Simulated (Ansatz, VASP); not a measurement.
One calculation of Ti, two programs

```
Ti
1.0
    -1.58709    1.58709    1.58709
     1.58709   -1.58709    1.58709
     1.58709    1.58709   -1.58709
Ti
1
Direct
  0.00000 0.00000 0.00000
```

Alike in both runs: task single point; functional LDA; k mesh 8 × 8 × 8; no spin polarisation.

```csv
,VASP,Ansatz
version,VASP 6.6.1,Ansatz 0.2.0
potentials or method,"VASP PAW LDA potentials, release 64 (Ti_sv), cutoff 520 eV","plane waves, PAW"
occupations,"gaussian, width 0.1 eV",gaussian
valence electrons in the cell,12,12
```

Ansatz gave:

| Property | Result |
| --- | --- |
| pressure (GPa) | -0.8 |

Which values does VASP return?

Pressure (GPa): -0.9.

LDA's correlation is that of Perdew and Zunger in VASP and of Perdew and Wang (1992) in Ansatz.
